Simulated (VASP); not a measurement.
# MnO (Pm-3m) in VASP: notebook

The runs below take MnO through single point, with LDA+U.

Everything below comes from runs of VASP 6.6.1. Logs are shortened: lines on timing, memory, paths and dates and some standing lists are left out, and cuts for length are marked.

## (1) The cell of the first run

The structure is cubic, space group Pm-3m (No. 221). Conventional cell: a = 2.672 Å, b = 2.672 Å, c = 2.672 Å, α = 90.00°, β = 90.00°, γ = 90.00°. Mn (site symmetry m-3m) has 8 O at 2.31 Å and 6 Mn at 2.67 Å within 3.1 Å. O (site symmetry m-3m) has 8 Mn at 2.31 Å and 6 O at 2.67 Å within 3.1 Å.

## (2) Single point, LDA+U, collinear spin, antiferromagnetic start

Input file INCAR:

```
  PREC = Accurate
  ENCUT = 600
  EDIFF = 1E-6
  ISMEAR = 0
  SIGMA = 0.05
  LREAL = F
  LASPH = T
  NELM = 200
  ALGO = Normal
  ISIF = 2
  LWAVE = F
  LCHARG = F
  ISPIN = 2
  MAGMOM = 4.27 -4.27 0 0
  LORBIT = 11
  LMAXMIX = 4
  LDAU = T
  LDAUTYPE = 2
  LDAUL = 2 -1
  LDAUU = 6 0
  LDAUJ = 0 0
  LDAUPRINT = 1
  GGA = CA
  NBANDS = 31
  GGA_COMPAT = F
```

Input file KPOINTS:

```
Automatic mesh
0
Gamma
  7 7 7
```

Input file POSCAR:

```
MnO
1.0
    2.6723886600      0.0000000000      2.6723886600
    0.0000000000      2.6723886600      2.6723886600
    0.0000000000      0.0000000000      5.3447773200
Mn O
2 2
Direct
    0.0000000000      0.0000000000      0.0000000000
    0.0000000000      0.0000000000      0.5000000000
    0.5000000000      0.5000000000      0.7500000000
    0.5000000000      0.5000000000      0.2500000000
```

Potentials or basis: VASP PAW LDA potentials, release 64 (Mn_pv, O).

The run is started by

```
> cat potpaw_LDA.64/Mn_pv/POTCAR potpaw_LDA.64/O/POTCAR > POTCAR
> mpirun -np 1 vasp_std > vasp.out
```

OUTCAR:

```text
PREC = Accurate
   ENCUT = 600
   EDIFF = 1E-6
   ISMEAR = 0
   LREAL = F
   LASPH = T
   NELM = 200
   ISIF = 2
   ISPIN = 2
   LORBIT = 11
   GGA = CA

 ion  position               nearest neighbor table
   1  0.000  0.000  0.000-   3 2.31   3 2.31   4 2.31   3 2.31   4 2.31   4 2.31   3 2.31   4 2.31
                             2 2.67   2 2.67   2 2.67   2 2.67   2 2.67   2 2.67
   2  0.000  0.000  0.500-   4 2.31   3 2.31   4 2.31   3 2.31   4 2.31   3 2.31   4 2.31   3 2.31
                             1 2.67   1 2.67   1 2.67   1 2.67   1 2.67   1 2.67
   3  0.500  0.500  0.750-   2 2.31   1 2.31   2 2.31   1 2.31   2 2.31   1 2.31   2 2.31   1 2.31

   4  0.500  0.500  0.250-   1 2.31   1 2.31   2 2.31   1 2.31   2 2.31   2 2.31   1 2.31   2 2.31

  LATTYP: Found a face centered cubic cell.
 ALAT       =     5.3447773200

  Lattice vectors:

 A1 = (   2.6723886600,  -2.6723886600,   0.0000000000)
 A2 = (   2.6723886600,   0.0000000000,   2.6723886600)
 A3 = (   0.0000000000,  -2.6723886600,   2.6723886600)

Analysis of symmetry for initial positions (statically):
=====================================================================
 Subroutine PRICEL returns following result:

  LATTYP: Found a simple cubic cell.
 ALAT       =     2.6723886600
[... 12 lines left out ...]
 Subroutine GETGRP returns: Found 48 space group operations
 (whereof 48 operations were pure point group operations)
 out of a pool of 48 trial point group operations.

The static configuration has the point symmetry O_h .

Analysis of symmetry for dynamics (positions and initial velocities):
=====================================================================
 Subroutine PRICEL returns following result:

  LATTYP: Found a simple cubic cell.
 ALAT       =     2.6723886600
[... 12 lines left out ...]
 Subroutine GETGRP returns: Found 48 space group operations
 (whereof 48 operations were pure point group operations)
 out of a pool of 48 trial point group operations.

The dynamic configuration has the point symmetry O_h .

Analysis of structural, dynamic, and magnetic symmetry:
=====================================================================
 Subroutine PRICEL returns following result:

  LATTYP: Found a simple cubic cell.
 ALAT       =     2.6723886600
[... 12 lines left out ...]
 Subroutine GETGRP returns: Found 48 space group operations
 (whereof 48 operations were pure point group operations)
 out of a pool of 48 trial point group operations.

The overall configuration has the point symmetry O_h .

 Subroutine INISYM returns: Found 48 space group operations
 (whereof 48 operations are pure point group operations),
 and found     2 'primitive' translations

----------------------------------------------------------------------------------------

                                     Primitive cell

  volume of cell :      19.0853

  direct lattice vectors                    reciprocal lattice vectors
     0.000000000 -2.672388660  0.000000000     0.000000000 -0.374197068  0.000000000
     2.672388660  0.000000000  0.000000000     0.374197068  0.000000000  0.000000000
     0.000000000  0.000000000  2.672388660     0.000000000  0.000000000  0.374197068

  length of vectors
     2.672388660  2.672388660  2.672388660     0.374197068  0.374197068  0.374197068

  position of ions in fractional coordinates (direct lattice)
     0.000000000  0.000000000  0.000000000
     0.500000000  0.500000000  0.500000000

  ion indices of the primitive-cell ions
   primitive index   ion index
                 1           1
                 2           3

[... 136 lines left out ...]
  o =  0.0621  v =  0.0000  0.0000  0.0000  0.0000  0.0000  1.0000  0.0000 -0.0000 -0.0000 -0.0000      0.0000  0.0000  0.0000  0.0000  0.0000  0.0000  0.0000  0.0000  0.0000  0.0000
  o =  0.0621  v =  0.0000  0.0000  0.0000  0.0000  0.0000  0.0000 -1.0000  0.0000  0.0009 -0.0000      0.0000  0.0000  0.0000  0.0000  0.0000  0.0000  0.0000  0.0000  0.0000  0.0000
  o =  0.9203  v =  0.0000  0.0000 -0.0500 -0.0000  0.9988  0.0000  0.0000  0.0000  0.0000  0.0000      0.0000  0.0000  0.0000  0.0000  0.0000  0.0000  0.0000  0.0000  0.0000  0.0000
  o =  0.9203  v =  0.0000  0.0000  0.9988 -0.0000  0.0500  0.0000  0.0000  0.0000  0.0000  0.0000      0.0000  0.0000  0.0000  0.0000  0.0000  0.0000  0.0000  0.0000  0.0000  0.0000
  o =  0.9721  v =  1.0000  0.0000  0.0000  0.0000  0.0000  0.0000  0.0000  0.0000  0.0000  0.0000      0.0000  0.0000  0.0000  0.0000  0.0000  0.0000  0.0000  0.0000  0.0000  0.0000
  o =  0.9721  v =  0.0000 -0.1248 -0.0000 -0.9922 -0.0000  0.0000  0.0000  0.0000  0.0000  0.0000      0.0000  0.0000  0.0000  0.0000  0.0000  0.0000  0.0000  0.0000  0.0000  0.0000
  o =  0.9721  v =  0.0000 -0.9922  0.0000  0.1248  0.0000  0.0000  0.0000  0.0000  0.0000  0.0000      0.0000  0.0000  0.0000  0.0000  0.0000  0.0000  0.0000  0.0000  0.0000  0.0000

atom =   2  type =  1  l = 2

 onsite density matrix

spin component  1

  0.0621  0.0000 -0.0000  0.0000  0.0000
  0.0000  0.0621  0.0000  0.0000 -0.0000
 -0.0000  0.0000  0.0317 -0.0000  0.0000
  0.0000  0.0000 -0.0000  0.0621  0.0000
  0.0000 -0.0000  0.0000  0.0000  0.0317

spin component  2

  0.9721 -0.0000 -0.0000 -0.0000 -0.0000
 -0.0000  0.9721 -0.0000 -0.0000  0.0000
 -0.0000 -0.0000  0.9203  0.0000 -0.0000
 -0.0000 -0.0000  0.0000  0.9721  0.0000
 -0.0000  0.0000 -0.0000  0.0000  0.9203

 occupancies and eigenvectors

  o =  0.0317  v = -0.0000  0.0000 -0.1137 -0.0000  0.9935  0.0000  0.0000  0.0000  0.0000  0.0000      0.0000  0.0000  0.0000  0.0000  0.0000  0.0000  0.0000  0.0000  0.0000  0.0000
  o =  0.0317  v = -0.0000 -0.0000 -0.9935 -0.0000 -0.1137  0.0000  0.0000  0.0000  0.0000  0.0000      0.0000  0.0000  0.0000  0.0000  0.0000  0.0000  0.0000  0.0000  0.0000  0.0000
  o =  0.0621  v = -0.0020  0.0013 -0.0000  1.0000  0.0000  0.0000  0.0000  0.0000  0.0000  0.0000      0.0000  0.0000  0.0000  0.0000  0.0000  0.0000  0.0000  0.0000  0.0000  0.0000
  o =  0.0621  v =  0.0193 -0.9998 -0.0000  0.0013  0.0000  0.0000  0.0000  0.0000  0.0000  0.0000      0.0000  0.0000  0.0000  0.0000  0.0000  0.0000  0.0000  0.0000  0.0000  0.0000
  o =  0.0621  v = -0.9998 -0.0193  0.0000 -0.0020 -0.0000  0.0000  0.0000  0.0000  0.0000  0.0000      0.0000  0.0000  0.0000  0.0000  0.0000  0.0000  0.0000  0.0000  0.0000  0.0000
  o =  0.9203  v =  0.0000  0.0000  0.0000  0.0000  0.0000  0.0000 -0.0000  0.0137  0.0000 -0.9999      0.0000  0.0000  0.0000  0.0000  0.0000  0.0000  0.0000  0.0000  0.0000  0.0000
  o =  0.9203  v =  0.0000  0.0000  0.0000  0.0000  0.0000  0.0000  0.0000  0.9999  0.0000  0.0137      0.0000  0.0000  0.0000  0.0000  0.0000  0.0000  0.0000  0.0000  0.0000  0.0000
  o =  0.9721  v =  0.0000  0.0000  0.0000  0.0000  0.0000  0.0000 -0.0088 -0.0000  1.0000  0.0000      0.0000  0.0000  0.0000  0.0000  0.0000  0.0000  0.0000  0.0000  0.0000  0.0000
  o =  0.9721  v =  0.0000  0.0000  0.0000  0.0000  0.0000  0.0000  1.0000 -0.0000  0.0088 -0.0000      0.0000  0.0000  0.0000  0.0000  0.0000  0.0000  0.0000  0.0000  0.0000  0.0000
  o =  0.9721  v =  0.0000  0.0000  0.0000  0.0000  0.0000  1.0000  0.0000  0.0000  0.0000  0.0000      0.0000  0.0000  0.0000  0.0000  0.0000  0.0000  0.0000  0.0000  0.0000  0.0000

 number of electron      38.0000003 magnetization       0.0000000

 Free energy of the ion-electron system (eV)
  ---------------------------------------------------
  ext. energy  EPLUGINS =         0.00000000
  ---------------------------------------------------
  free energy    TOTEN  =       -30.40127830 eV

  energy without entropy =      -30.40127830  energy(sigma->0) =      -30.40127830

 E-fermi :   7.4973     XC(G=0): -13.2634

 val. band max:        7.2163111941   @ k =   0.4286   0.2857   0.0000
 cond. band min:       9.3552557428   @ k =   0.0000   0.0000   0.0000
 fundamental gap:      2.1389445487
 Fermi energy:         7.4972679999

 spin component 1

 k-point     1 :       0.0000    0.0000    0.0000
  band No.  band energies     occupation
      1     -41.5831      1.00000
      2     -41.5831      1.00000
      3     -41.5831      1.00000
      4     -37.1162      1.00000
      5     -37.1162      1.00000
      6     -37.1162      1.00000
[... 669 lines left out ...]
     30      21.7728      0.00000
     31      24.5783      0.00000
 Fermi energy:         7.4972679999

 spin component 2

 k-point     1 :       0.0000    0.0000    0.0000
  band No.  band energies     occupation
      1     -41.5831      1.00000
      2     -41.5831      1.00000
      3     -41.5831      1.00000
      4     -37.1162      1.00000
      5     -37.1162      1.00000
      6     -37.1162      1.00000
[... 669 lines left out ...]
     30      21.7728      0.00000
     31      24.5783      0.00000

------------------------ aborting loop because EDIFF is reached ----------------------------------------

  FORCE on cell =-STRESS in cart. coord.  units (eV):
  Direction    XX          YY          ZZ          XY          YZ          ZX
  --------------------------------------------------------------------------------------
  -------------------------------------------------------------------------------------
  Total        0.8676576      0.8676576      0.8676576     -0.0000000      0.0000000      0.0000000
  in kB       36.4191764     36.4191764     36.4191764     -0.0000000      0.0000000      0.0000000
  external PRESSURE =      36.4191764 kB  Pullay stress =       0.0000000 kB

 VOLUME and BASIS-vectors are now :
 -----------------------------------------------------------------------------
  energy-cutoff  :      600.00
  volume of cell :       38.17
      direct lattice vectors                 reciprocal lattice vectors
     2.672388660  0.000000000  2.672388660     0.374197068  0.000000000  0.000000000
     0.000000000  2.672388660  2.672388660     0.000000000  0.374197068  0.000000000
     0.000000000  0.000000000  5.344777320    -0.187098534 -0.187098534  0.187098534

 POSITION                                       TOTAL-FORCE (eV/Angst)
 -----------------------------------------------------------------------------------
      0.00000      0.00000      0.00000         0.000000      0.000000     -0.000000
      0.00000      0.00000      2.67239         0.000000     -0.000000     -0.000000
      1.33619      1.33619      6.68097        -0.000000      0.000000     -0.000000
      1.33619      1.33619      4.00858         0.000000     -0.000000      0.000000
 -----------------------------------------------------------------------------------
    total drift:                                0.000000      0.000000      0.000000

  FREE ENERGIE OF THE ION-ELECTRON SYSTEM (eV)
  ---------------------------------------------------
  free  energy   TOTEN  =       -30.4012783007 eV

  energy  without entropy=      -30.4012783007  energy(sigma->0) =      -30.40127830

 total charge

# of ion       s       p       d       tot
------------------------------------------
    1        0.228   6.207   4.985  11.420
    2        0.228   6.207   4.985  11.420
    3        1.550   3.428   0.000   4.978
    4        1.550   3.428   0.000   4.978
--------------------------------------------------
tot          3.556  19.268   9.971  32.795

 magnetization (x)

# of ion       s       p       d       tot
------------------------------------------
    1        0.021   0.020   4.497   4.538
    2       -0.021  -0.020  -4.497  -4.538
    3        0.000   0.000   0.000   0.000
    4        0.000   0.000   0.000   0.000
--------------------------------------------------
tot          0.000   0.000   0.000   0.000
```

Run time: 1.8 min. Hardware: 1 thread of Intel Xeon 6975P-C, shared host; peak memory 0.2 GiB.

Results:

```yaml
Free_energy: -30.4013 eV
Pressure: 3.6 GPa
Band_gap_on_the_k_mesh: 2.14 eV
Net_moment: 0.00 μB per cell
Site_moments: Mn +4.54, -4.54; O +0.00 μB
Valence_electrons_inside_the_program's_atomic_spheres: Mn 11.42; O 4.98
```

Eigenvalues of the final occupation matrices:
| site | spin | trace | eigenvalues |
| --- | --- | --- | --- |
| site 1 d | 1 | 4.76 | 0.92 0.92 0.97 0.97 0.97 |
| site 1 d | 2 | 0.25 | 0.03 0.03 0.06 0.06 0.06 |
| site 2 d | 1 | 0.25 | 0.03 0.03 0.06 0.06 0.06 |
| site 2 d | 2 | 4.76 | 0.92 0.92 0.97 0.97 0.97 |

A k mesh can miss the band edges. The state reached can hang on the start; a lower one may exist.

## (3) Single point, LDA+U, collinear spin, ferrimagnetic start

Input file INCAR:

```
ALGO = Normal
EDIFF = 1E-6
ENCUT = 600
GGA = CA
GGA_COMPAT = False
ISIF = 2
ISMEAR = 0
ISPIN = 2
LASPH = True
LCHARG = False
LDAU = True
LDAUJ = 0 0
LDAUL = 2 -1
LDAUPRINT = 1
LDAUTYPE = 2
LDAUU = 6 0
LMAXMIX = 4
LORBIT = 11
LREAL = False
LWAVE = False
MAGMOM = 4.01 4.01 -0.25 -0.25
NBANDS = 31
NELM = 200
NUPDOWN = 7.5
PREC = Accurate
SIGMA = 0.05
```

Input file KPOINTS:

```
k-points
0
Gamma
  7 7 7
```

POSCAR is that of step 2.

Potentials or basis: VASP PAW LDA potentials, release 64 (Mn_pv, O).

The run is started by

```
> cat potpaw_LDA.64/Mn_pv/POTCAR potpaw_LDA.64/O/POTCAR > POTCAR
> mpirun -np 1 vasp_std > vasp.out
```

OUTCAR:

```text
EDIFF = 1E-6
   ENCUT = 600
   GGA = CA
   ISIF = 2
   ISMEAR = 0
   ISPIN = 2
   LASPH = True
   LORBIT = 11
   LREAL = False
   NELM = 200
   NUPDOWN = 7.5
   PREC = Accurate

 ion  position               nearest neighbor table
   1  0.000  0.000  0.000-   3 2.31   3 2.31   4 2.31   3 2.31   4 2.31   4 2.31   3 2.31   4 2.31
                             2 2.67   2 2.67   2 2.67   2 2.67   2 2.67   2 2.67
   2  0.000  0.000  0.500-   4 2.31   3 2.31   4 2.31   3 2.31   4 2.31   3 2.31   4 2.31   3 2.31
                             1 2.67   1 2.67   1 2.67   1 2.67   1 2.67   1 2.67
   3  0.500  0.500  0.750-   2 2.31   1 2.31   2 2.31   1 2.31   2 2.31   1 2.31   2 2.31   1 2.31

   4  0.500  0.500  0.250-   1 2.31   1 2.31   2 2.31   1 2.31   2 2.31   2 2.31   1 2.31   2 2.31

  LATTYP: Found a face centered cubic cell.
 ALAT       =     5.3447773200

  Lattice vectors:

[... 1660 lines left out ...]
------------------------ aborting loop because EDIFF is reached ----------------------------------------

  FORCE on cell =-STRESS in cart. coord.  units (eV):
  Direction    XX          YY          ZZ          XY          YZ          ZX
  --------------------------------------------------------------------------------------
  -------------------------------------------------------------------------------------
  Total       -2.4568755     -2.4568755     -2.4568755      0.0000000      0.0000000      0.0000000
  in kB     -103.1252151   -103.1252151   -103.1252151      0.0000000      0.0000000      0.0000000
  external PRESSURE =    -103.1252151 kB  Pullay stress =       0.0000000 kB

 VOLUME and BASIS-vectors are now :
 -----------------------------------------------------------------------------
  energy-cutoff  :      600.00
  volume of cell :       38.17
      direct lattice vectors                 reciprocal lattice vectors
     2.672388660  0.000000000  2.672388660     0.374197068  0.000000000  0.000000000
     0.000000000  2.672388660  2.672388660     0.000000000  0.374197068  0.000000000
     0.000000000  0.000000000  5.344777320    -0.187098534 -0.187098534  0.187098534

 POSITION                                       TOTAL-FORCE (eV/Angst)
 -----------------------------------------------------------------------------------
      0.00000      0.00000      0.00000         0.000000     -0.000000     -0.000000
      0.00000      0.00000      2.67239         0.000000     -0.000000      0.000000
      1.33619      1.33619      6.68097        -0.000000      0.000000     -0.000000
      1.33619      1.33619      4.00858        -0.000000     -0.000000      0.000000
 -----------------------------------------------------------------------------------
    total drift:                                0.000000      0.000000      0.000000

  FREE ENERGIE OF THE ION-ELECTRON SYSTEM (eV)
  ---------------------------------------------------
  free  energy   TOTEN  =       -26.8530935646 eV

  energy  without entropy=      -26.8467282808  energy(sigma->0) =      -26.84991092

 total charge

# of ion       s       p       d       tot
------------------------------------------
    1        0.218   6.187   5.126  11.530
    2        0.218   6.187   5.126  11.530
    3        1.562   3.336   0.000   4.898
    4        1.562   3.336   0.000   4.898
--------------------------------------------------
tot          3.559  19.046  10.251  32.857

 magnetization (x)

# of ion       s       p       d       tot
------------------------------------------
    1        0.012   0.026   3.809   3.847
    2        0.012   0.026   3.809   3.847
    3        0.016  -0.198   0.000  -0.182
    4        0.016  -0.198   0.000  -0.182
--------------------------------------------------
tot          0.056  -0.346   7.619   7.329
```

stdout:

```text
POSCAR found type information on POSCAR MnO
 POSCAR found :  2 types and       4 ions
 scaLAPACK will be used
 LDA part: xc-table for (Slater(with rela. corr.)+CA(PZ))
 , standard interpolation
 POSCAR, INCAR and KPOINTS ok, starting setup
 FFT: planning ... GRIDC
 FFT: planning ... GRID_SOFT
 FFT: planning ... GRID
 WAVECAR not read
 entering main loop
```

Wall time 1.8 min (1 thread of Intel Xeon 6975P-C, shared host); peak memory 0.2 GiB.

Results:

| Quantity | Value |
| --- | --- |
| Free energy | -26.8531 eV |
| Pressure | -10.3 GPa |
| Net moment | 7.50 μB per cell |
| Site moments | Mn +3.85; O -0.18 μB |
| Valence electrons inside the program's atomic spheres | Mn 11.53; O 4.90 |

Eigenvalues of the final occupation matrices:
| site | spin | trace | eigenvalues |
| --- | --- | --- | --- |
| site 1 d | 1 | 4.48 | 0.87 0.87 0.87 0.93 0.93 |
| site 1 d | 2 | 0.67 | 0.05 0.05 0.05 0.27 0.27 |
| site 2 d | 1 | 4.48 | 0.87 0.87 0.87 0.93 0.93 |
| site 2 d | 2 | 0.67 | 0.05 0.05 0.05 0.27 0.27 |

Caveat: the total moment is fixed, so each spin has its own Fermi level. The state reached can hang on the start; a lower one may exist.

## (4) Single point, LDA+U, collinear spin, ferromagnetic start

Input file INCAR:

```
PREC = Accurate
ENCUT = 600
EDIFF = 1E-6
ISMEAR = 0
SIGMA = 0.05
LREAL = False
LASPH = True
NELM = 200
ALGO = Normal
ISIF = 2
LWAVE = False
LCHARG = False
ISPIN = 2
MAGMOM = 2.5 2.5 0 0
LORBIT = 11
NUPDOWN = 5.0
LMAXMIX = 4
LDAU = True
LDAUTYPE = 2
LDAUL = 2 -1
LDAUU = 6 0
LDAUJ = 0 0
LDAUPRINT = 1
GGA = CA
NBANDS = 31
GGA_COMPAT = False
```

Input file KPOINTS:

```
Automatic mesh
0
Gamma
  7 7 7
```

POSCAR is that of step 3.

The run is started by

```
> cat potpaw_LDA.64/Mn_pv/POTCAR potpaw_LDA.64/O/POTCAR > POTCAR
> mpirun -np 1 vasp_std > vasp.out
```

Wall time 2 min (1 thread of Intel Xeon 6975P-C, shared host); peak memory 0.2 GiB.

It converged, with:

- Free energy: -23.5999 eV
- Pressure: -25.5 GPa
- Net moment: 5.00 μB per cell
- Site moments: Mn +2.65; O -0.21 μB
- Valence electrons inside the program's atomic spheres: Mn 11.51; O 4.88

Eigenvalues of the final occupation matrices:
```
    site  spin  trace               eigenvalues
site 1 d     1   3.88  0.63 0.63 0.87 0.87 0.87
site 1 d     2   1.25  0.05 0.05 0.05 0.55 0.55
site 2 d     1   3.88  0.63 0.63 0.87 0.87 0.87
site 2 d     2   1.25  0.05 0.05 0.05 0.55 0.55
```

Caveat: the total moment is fixed, so each spin has its own Fermi level; only a ferromagnetic start was run, and an antiferromagnetic order may lie lower in energy. The state reached can hang on the start; a lower one may exist.

## (5) The runs side by side

| spin | fixed moment (μB) | pressure (GPa) | moment (μB) |
| --- | --- | --- | --- |
| collinear, antiferromagnetic start | - | 3.6 | 0.00 |
| collinear, ferrimagnetic start | 7.5 | -10.3 | 7.50 |
| collinear, ferromagnetic start | 5.0 | -25.5 | 5.00 |

Alike in all rows: task single point; level LDA+U; potentials or basis VASP PAW LDA potentials, release 64 (Mn_pv, O); Mn d U = 6.0 eV; cell as given; k mesh 7 × 7 × 7; cutoff (eV) 600; smearing gaussian 0.05 eV.

Caveats: the total moment is fixed, so each spin has its own Fermi level (some runs).

Total energies depend on the potentials used, so only differences within one code and one set of settings carry meaning.
